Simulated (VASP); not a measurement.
# Li (P6_3/mmc) in VASP: notebook, part 2 of 2

VASP 6.6.1. Earlier steps stand in the parts before.

## Step 3: Single point, PBEsol (strain -0.040 along x and y, +0.080 along z)

INCAR reads:

```
SYSTEM = Li
PREC = Accurate
ENCUT = 520
EDIFF = 1E-6
ISMEAR = 0
SIGMA = 0.15
LREAL = .FALSE.
LASPH = .TRUE.
NELM = 80
ALGO = Normal
ISIF = 2
LWAVE = .FALSE.
LCHARG = .TRUE.
GGA = PS
LELF = .TRUE.
LVHAR = .TRUE.
NBANDS = 10
```

KPOINTS reads:

```
regular mesh
0
G
  18 18 10
  0 0 0
```

POSCAR reads:

```
Li
1.0
    2.9865620655      0.0000000000      0.0000000000
   -1.4932810328      2.5864386187      0.0000000000
    0.0000000000      0.0000000000      5.5004400000
Li
2
Direct
    0.3333333333      0.6666666667      0.2500000000
    0.6666666667      0.3333333333      0.7500000000
```

Potentials or basis: VASP PAW PBE potentials, release 64 (Li_sv).

On the command line:

```sh
$ cat potpaw_PBE.64/Li_sv/POTCAR > POTCAR
$ mpirun -np 1 vasp_std > vasp.out
```

OUTCAR:

```text
SYSTEM = Li
   PREC = Accurate
   ENCUT = 520
   EDIFF = 1E-6
   ISMEAR = 0
   LREAL = .FALSE.
   LASPH = .TRUE.
   NELM = 80
   ISIF = 2
   GGA = PS

 ion  position               nearest neighbor table
   1  0.333  0.667  0.250-
   2  0.667  0.333  0.750-

  LATTYP: Found a hexagonal cell.
 ALAT       =     2.9865620655
 C/A-ratio  =     1.8417296809

  Lattice vectors:

 A1 = (   2.9865620655,   0.0000000000,   0.0000000000)
 A2 = (  -1.4932810328,   2.5864386187,   0.0000000000)
 A3 = (   0.0000000000,   0.0000000000,   5.5004400000)

Analysis of symmetry for initial positions (statically):
=====================================================================
 Subroutine PRICEL returns:
 Original cell was already a primitive cell.

 Routine SETGRP: Setting up the symmetry group for a
 hexagonal supercell.

 Subroutine GETGRP returns: Found 24 space group operations
 (whereof 12 operations were pure point group operations)
 out of a pool of 24 trial point group operations.

The static configuration has the point symmetry D_3d.
 The point group associated with its full space group is D_6h.

Analysis of symmetry for dynamics (positions and initial velocities):
=====================================================================
 Subroutine PRICEL returns:
 Original cell was already a primitive cell.

 Routine SETGRP: Setting up the symmetry group for a
 hexagonal supercell.

 Subroutine GETGRP returns: Found 24 space group operations
 (whereof 12 operations were pure point group operations)
 out of a pool of 24 trial point group operations.

The dynamic configuration has the point symmetry D_3d.
 The point group associated with its full space group is D_6h.

 Subroutine INISYM returns: Found 24 space group operations
 (whereof 12 operations are pure point group operations),
 and found     1 'primitive' translations

----------------------------------------------------------------------------------------

                                     Primitive cell

  volume of cell :      42.4885

  direct lattice vectors                    reciprocal lattice vectors
     2.986562065  0.000000000  0.000000000     0.334833155  0.193316012  0.000000000
    -1.493281033  2.586438619  0.000000000     0.000000000  0.386632025  0.000000000
     0.000000000  0.000000000  5.500440000     0.000000000  0.000000000  0.181803638

  length of vectors
     2.986562065  2.986562066  5.500440000     0.386632025  0.386632025  0.181803638

  position of ions in fractional coordinates (direct lattice)
     0.333333333  0.666666667  0.250000000
     0.666666667  0.333333333  0.750000000

  ion indices of the primitive-cell ions
   primitive index   ion index
                 1           1
                 2           2

----------------------------------------------------------------------------------------

 KPOINTS: regular mesh

Automatic generation of k-mesh.
 Grid dimensions read from file:
 generate k-points for:   18   18   10

 Generating k-lattice:

  Cartesian coordinates                     Fractional coordinates (reciprocal lattice)
     0.018601842  0.010739778  0.000000000     0.055555556  0.000000000  0.000000000
     0.000000000  0.021479557  0.000000000     0.000000000  0.055555556  0.000000000
     0.000000000  0.000000000  0.018180364     0.000000000  0.000000000  0.100000000

  Length of vectors
     0.021479557  0.021479557  0.018180364

  Shift w.r.t. Gamma in fractional coordinates (k-lattice)
     0.000000000  0.000000000  0.000000000

 Subroutine IBZKPT returns following result:
 ===========================================

 Found    222 irreducible k-points:

 Following reciprocal coordinates:
            Coordinates               Weight
  0.000000  0.000000  0.000000      1.000000
  0.055556  0.000000  0.000000      6.000000
  0.111111  0.000000  0.000000      6.000000
  0.166667  0.000000  0.000000      6.000000
  0.222222  0.000000  0.000000      6.000000
  0.277778  0.000000  0.000000      6.000000
[... 16 lines left out ...]
  0.333333  0.111111  0.000000     12.000000
  0.388889  0.111111  0.000000     12.000000
 [... further k-points ...]
   k-points           NKPTS =    222   k-points in BZ     NKDIM =    222   number of bands    NBANDS=     10
   number of dos      NEDOS =    301   number of ions     NIONS =      2
   total plane-waves  NPLWV =  24192
   dimension x,y,z NGX =    24 NGY =   24 NGZ =   42
   dimension x,y,z NGXF=    48 NGYF=   48 NGZF=   84
   ions per type =               2
   NGX,Y,Z   is equivalent  to a cutoff of  13.36, 13.36, 12.69 a.u.
   NGXF,Y,Z  is equivalent  to a cutoff of  26.72, 26.72, 25.39 a.u.
 SYSTEM =  Li
   PREC   = accura    normal or accurate (medium, high low for compatibility)
   ISTART =      0    job   : 0-new  1-cont  2-samecut
   ICHARG =      2    charge: 1-file 2-atom 10-const
   ISPIN  =      1    spin polarized calculation?
   LNONCOLLINEAR =      F non collinear calculations
   LSORBIT =      F    spin-orbit coupling
   LASPH  =      T    aspherical Exc in radial PAW
   ENCUT  =  520.0 eV  38.22 Ry    6.18 a.u.   5.55  5.55 10.23*2*pi/ulx,y,z
   NELM   =     80;   NELMIN=  2; NELMDL= -5     # of ELM steps
   EDIFF  = 0.1E-05   stopping-criterion for ELM
   LREAL  =      F    real-space projection
   EDIFFG = 0.1E-04   stopping-criterion for IOM
   NSW    =      0    number of steps for IOM
   IBRION =     -1    ionic relax: 0-MD 1-quasi-New 2-CG
   NFREE  =      0    steps in history (QN), initial steepest desc. (CG)
   ISIF   =      2    stress and relaxation
   ISYM   =      2    0-nonsym 1-usesym 2-fastsym
   POTIM  = 0.5000    time-step for ionic-motion
   TEBEG  =    0.0;   TEEND  =   0.0 temperature during run
   PSTRESS=    0.0 pullay stress
   NELECT =       6.0000    total number of electrons
   NUPDOWN=      -1.0000    fix difference up-down
   EMIN   =  10.00;   EMAX   =-10.00  energy-range for DOS
   EFERMI =   0.00;   METHOD = LEGACY
   ISMEAR =     0;   SIGMA  =   0.15  broadening in eV -4-tet -1-fermi 0-gaus
   EFERMI_NEDOS =   21; number of points for ismear=-14 and -15
   IALGO  =     38    algorithm
   IMIX   =      4    mixing-type and parameters
     AMIX     =   0.40;   BMIX     =  1.00
     AMIX_MAG =   1.60;   BMIX_MAG =  1.00
  volume/ion in A,a.u.               =      21.24       143.36
  Fermi-wavevector in a.u.,A,eV,Ry     =   0.852514  1.611018  9.888444  0.726780
  Thomas-Fermi vector in A             =   1.968814
   LORBIT       =      0    0 simple, 1 ext, 2 COOP (PROOUT), +10 PAW based schemes
   GGA     = PS    functional components
   LHFCALC =     F    Hartree Fock is set to
   AEXX    =    0.0000 exact exchange contribution
   IVDW    =     0    specifies the selected vdW correction
   LEPSILON=     F    determine dielectric tensor
   LRPA    =     F    only Hartree local field effects (RPA)
 non-spin polarized calculation
 Gauss-broadening in eV      SIGMA  =   0.15
  energy-cutoff  :      520.00
  volume of cell :       42.49
 maximum number of plane-waves:      1173
 NGX is ok and might be reduce to    24
   NGX = 11   NGY = 11   NGZ = 21

 number of electron       6.0000001 magnetization

 Free energy of the ion-electron system (eV)
  ---------------------------------------------------
  ext. energy  EPLUGINS =         0.00000000
  ---------------------------------------------------
  free energy    TOTEN  =        -3.90397900 eV

  energy without entropy =       -3.89271788  energy(sigma->0) =       -3.89834844

 E-fermi :   0.4913     XC(G=0):  -6.9039

 val. band max:        0.4780151449   @ k =   0.3889   0.0556   0.4000
 cond. band min:       0.4918754492   @ k =   0.2778   0.0556   0.3000
 fundamental gap:      0.0138603043
 Fermi energy:         0.4913435444

 k-point     1 :       0.0000    0.0000    0.0000
  band No.  band energies     occupation
      1     -45.5264      2.00000
      2     -45.5173      2.00000
      3      -2.9911      2.00000
      4      -0.0476      2.00000
      5       2.3724      0.00000
      6      12.2213      0.00000
      7      13.9664      0.00000
      8      13.9664      0.00000
      9      15.0628      0.00000
     10      15.0628      0.00000
[... 287 lines left out ...]
 k-point    24 :       0.3889    0.1111    0.0000
  band No.  band energies     occupation
      1     -45.5067      2.00000
      2     -45.5037      2.00000
      3       0.3974      1.62424
      4       2.3399      0.00000
      5       4.4477      0.00000
      6       5.8060      0.00000
      7       7.0571      0.00000
      8       7.0862      0.00000
      9      10.0024      0.00000
     10      12.1433      0.00000

 [... further k-points ...]

------------------------ aborting loop because EDIFF is reached ----------------------------------------

  FORCE on cell =-STRESS in cart. coord.  units (eV):
  Direction    XX          YY          ZZ          XY          YZ          ZX
  --------------------------------------------------------------------------------------
  -------------------------------------------------------------------------------------
  Total        0.1401573      0.1401573     -0.7990475     -0.0000000     -0.0000000      0.0000000
  in kB        5.2851239      5.2851239    -30.1308964     -0.0000000     -0.0000000      0.0000000
  external PRESSURE =      -6.5202162 kB  Pullay stress =       0.0000000 kB

 VOLUME and BASIS-vectors are now :
 -----------------------------------------------------------------------------
  energy-cutoff  :      520.00
  volume of cell :       42.49
      direct lattice vectors                 reciprocal lattice vectors
     2.986562065  0.000000000  0.000000000     0.334833155  0.193316012  0.000000000
    -1.493281033  2.586438619  0.000000000     0.000000000  0.386632025  0.000000000
     0.000000000  0.000000000  5.500440000     0.000000000  0.000000000  0.181803638

 POSITION                                       TOTAL-FORCE (eV/Angst)
 -----------------------------------------------------------------------------------
     -0.00000      1.72429      1.37511        -0.000000     -0.000000      0.000000
      1.49328      0.86215      4.12533         0.000000      0.000000      0.000000
 -----------------------------------------------------------------------------------
    total drift:                               -0.000000      0.000000      0.000000

  FREE ENERGIE OF THE ION-ELECTRON SYSTEM (eV)
  ---------------------------------------------------
  free  energy   TOTEN  =        -3.9039790042 eV

  energy  without entropy=       -3.8927178750  energy(sigma->0) =       -3.89834844
```

stdout:

```text
POSCAR found type information on POSCAR Li
 POSCAR found :  1 types and       2 ions
 scaLAPACK will be used
 -----------------------------------------------------------------------------
|                                                                             |
|                                                                             |
|     You enforced a specific xc type in the INCAR file but a different       |
|     I HOPE YOU KNOW WHAT YOU ARE DOING!                                     |
|                                                                             |
 -----------------------------------------------------------------------------

 LDA part: xc-table for (Slater+PW92), standard interpolation
 POSCAR, INCAR and KPOINTS ok, starting setup
 FFT: planning ... GRIDC
 FFT: planning ... GRID_SOFT
 FFT: planning ... GRID
 WAVECAR not read
 entering main loop
```

Run time: 41 s. Hardware: 1 thread of AMD EPYC 9R45 (Zen 5), shared host; peak memory 0.17 GiB.

What came out:

```
Free energy            : -3.9040 eV
Band gap on the k mesh : zero (bands 3 and 4 overlap by 5.00 eV)
```

Levels at points of the mesh, in eV from the Fermi level:
```tsv
k point	band 1	band 2	band 3	band 4	band 5	band 6	band 7	band 8
(0.00, 0.00, 0.00)	-46.02	-46.01	-3.48	-0.54	1.88	11.73	13.48	13.48
(0.50, 0.00, 0.00)	-46.00	-46.00	0.18	1.23	4.51	5.49	5.49	7.34
(0.00, 0.00, 0.50)	-46.01	-46.01	-2.55	-2.55	6.03	6.03	14.12	14.12
(0.50, 0.00, 0.50)	-46.00	-46.00	0.80	0.80	3.60	3.60	9.56	9.56
```

Caveat: the cell differs from its parent crystal (strain -0.040 along x and y, +0.080 along z); the cutoff is under 1.25 times the usual one of these potentials, so pressure, stress and relaxed cells hold a basis-set (Pulay) error; the PAW data sets were made with another functional, which shifts forces and pressure a little.
